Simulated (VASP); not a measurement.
Here is a VASP 6.6.1 calculation.

The input INCAR:

```
ALGO = Normal
EDIFF = 1E-6
ENCUT = 400
GGA = PS
GGA_COMPAT = F
ISIF = 2
ISMEAR = 0
IVDW = 12
LASPH = T
LCHARG = F
LREAL = F
LWAVE = F
NBANDS = 50
NELM = 120
PREC = Accurate
SIGMA = 0.05
```

File KPOINTS:

```
k-points
0
Gamma
  9 9 2
```

File POSCAR:

```
Te6Mo3H
1.0
    3.4334342720      0.0000000000      0.0000000000
   -1.7167171360      2.9734413017      0.0000000000
    0.0000000000      0.0000000000     20.7704294686
Te Mo H
6 3 1
Direct
    0.0000000000      0.0000000000      0.9125759363
    0.3333333333      0.6666666667      0.5917818730
    0.3333333333      0.6666666667      0.2333053354
    0.3333333333      0.6666666667      0.7666946646
    0.3333333333      0.6666666667      0.4082181270
    0.0000000000      0.0000000000      0.0874240637
    0.0000000000      0.0000000000      0.6791511892
    0.0000000000      0.0000000000      0.3208488108
    0.3333333333      0.6666666667      0.0000000000
    0.1976901700      0.2238450850      0.2523436347
```

Potentials or basis: VASP PAW PBE potentials, release 64 (Te, Mo_sv, H).

Run with:

```console
$ cat potpaw_PBE.64/Te/POTCAR potpaw_PBE.64/Mo_sv/POTCAR potpaw_PBE.64/H/POTCAR > POTCAR
$ mpirun -np 1 vasp_std > vasp.out
```

Problem. Predict the dispersion energy per atom.

Solution. -0.504 eV.

Problem. Predict the band gap on the k mesh.

Solution. Zero (an odd number of electrons rules out a gap without spin polarisation).

Stress tensor (GPa, compression positive):
```
 1.91 -2.21 -0.01
-2.21 11.74 -4.28
-0.01 -4.28  5.58
```

Caveat: the PAW data sets were made with another functional, which shifts forces and pressure a little; spin-orbit coupling is left out, which moves the levels of the heavy elements; an odd number of electrons without spin polarisation forces a metal; a magnetic or distorted state may lie lower.
